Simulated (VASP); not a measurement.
A run of VASP 6.6.1 is set up as follows.

File INCAR:

```
  PREC = Accurate
  ENCUT = 500
  EDIFF = 1E-6
  ISMEAR = -1
  SIGMA = 0.1
  LREAL = F
  LASPH = T
  NELM = 120
  ALGO = Normal
  ISIF = 2
  LWAVE = F
  LCHARG = F
  GGA = PS
  NBANDS = 13
  GGA_COMPAT = F
```

Contents of KPOINTS:

```
Automatic mesh
0
Gamma
  8 8 7
```

The input POSCAR:

```
Ru
1.0
    3.0000000000      0.0000000000      0.0000000000
    0.0000000000      3.0000000000      0.0000000000
    0.0000000000      0.0000000000      3.3800000000
Ru
1
Direct
    0.5000000000      0.5000000000      0.5000000000
```

Potentials or basis: VASP PAW PBE potentials, release 64 (Ru_pv).

Command:

```console
$ cat potpaw_PBE.64/Ru_pv/POTCAR > POTCAR
$ mpirun -np 1 vasp_std > vasp.out
```

Question: Estimate the band gap on the k mesh.

Answer: Zero (bands 7 and 8 overlap by 1.19 eV).

Question: Predict the pressure.

Answer: -30.0 GPa.

Stress tensor (GPa, compression positive):
```
-33.52   0.00   0.00
  0.00 -33.52   0.00
  0.00   0.00 -23.03
```

Caveat: the cell stands under tension; the PAW data sets were made with another functional, which shifts forces and pressure a little.
